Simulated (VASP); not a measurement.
The system is Dy2Ti.

```
CELL_PARAMETERS angstrom
0.00000 3.17681 3.17681
3.17681 0.00000 3.17681
3.17681 3.17681 0.00000
ATOMIC_POSITIONS crystal
Dy 0.75000 0.75000 0.75000
Dy 0.25000 0.25000 0.25000
Ti 0.50000 0.50000 0.50000
```

The cell was generated, and may not be a known phase.

| Quantity | Value |
| --- | --- |
| Program | VASP 6.6.1 |
| Task | relaxation of cell and atoms |
| Functional | PBE |
| Potentials or basis | VASP PAW PBE potentials, release 64 (Dy_3, Ti_sv), 4f in core |
| Cutoff | 500 eV |
| k mesh | 5 × 5 × 5 |
| Occupations | gaussian, width 0.2 eV |
| Spin | no spin polarisation |

At the start: pressure 23.2 GPa; volume 21.37 Å³/atom.

Q: How do energy, volume and symmetry change on relaxing?

A: Over 3 steps the energy falls by 520.5 meV/atom and the volume is 30.31 Å³/atom (+41.8 %); space group Fm-3m (No. 225, to 0.1 Å) before and after.

Step by step:
| step | energy change (eV) | largest force (eV/Å) | pressure (GPa) | volume (Å³) |
| --- | --- | --- | --- | --- |
| 1 | 0.0000 | 0.0000 | 23.17 | 64.12 |
| 2 | -1.5189 | 0.0000 | -2.21 | 97.30 |
| 3 | -1.5616 | 0.0000 | 0.17 | 90.92 |

Final structure:
```
Dy Ti
1.0
     0.00000    3.56892    3.56892
     3.56892    0.00000    3.56892
     3.56892    3.56892    0.00000
Dy Ti
2 1
Direct
  0.75000 0.75000 0.75000
  0.25000 0.25000 0.25000
  0.50000 0.50000 0.50000
```

Caveat: the volume moved by over 15 % at a fixed basis, so the end points are rough.
